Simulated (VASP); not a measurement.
Input of a VASP 6.6.1 run:

The input POSCAR:

```
PbS
1.0
    2.1005109999      1.2127305912      3.4301896765
   -2.1005109999      1.2127305912      3.4301896765
    0.0000000000     -2.4254611824      3.4301896765
Pb S
1 1
Direct
    0.9781436749      0.9781436749      0.9781436749
    0.4774576551      0.4774576551      0.4774576551
```

INCAR.step1

```
SYSTEM = PbS
PREC = Accurate ; ENCUT = 520
ISMEAR = 0 ; SIGMA = 0.01
LREAL = .False. ; LASPH = .True.
NELM = 100 ; NBANDS = 17
GGA = PE ; ALGO = Normal
EDIFF = 1E-4 ; LWAVE = .True.
LCHARG = .False.
```

INCAR.step2

```
SYSTEM = PbS
PREC = Accurate ; ENCUT = 520
EDIFF = 1E-7 ; ISMEAR = 0
SIGMA = 0.01 ; LREAL = .False.
LASPH = .True. ; NELM = 100
ALGO = Normal ; ISIF = 2
LWAVE = .False. ; LCHARG = .True.
METAGGA = R2SCAN ; LMIXTAU = .True.
LELF = .True. ; LVHAR = .True.
NBANDS = 17 ; ISTART = 1
```

Contents of KPOINTS:

```
regular mesh
0
Gamma
  4 4 4
  0 0 0
```

Potentials or basis: VASP PAW PBE potentials, release 64 (Pb_d, S).

The run is started by

```console
$ cat potpaw_PBE.64/Pb_d/POTCAR potpaw_PBE.64/S/POTCAR > POTCAR
$ cp INCAR.step1 INCAR
$ mpirun -np 1 vasp_std > vasp.out
$ cp INCAR.step2 INCAR
$ mpirun -np 1 vasp_std > vasp.out
```

**Question.** Predict the pressure.

**Answer.** 1.1 GPa.

**Question.** Predict the band gap on the k mesh.

**Answer.** 0.64 eV, direct.

Forces on the atoms (eV/Å):
```
Pb   0.000  0.000  0.003
S    0.000  0.000 -0.003
```

Caveat: the k points lie up to 0.46 Å⁻¹ apart; the PAW data sets were made with another functional, which shifts forces and pressure a little; spin-orbit coupling is left out, which moves the levels of the heavy elements. A k mesh can miss the band edges.
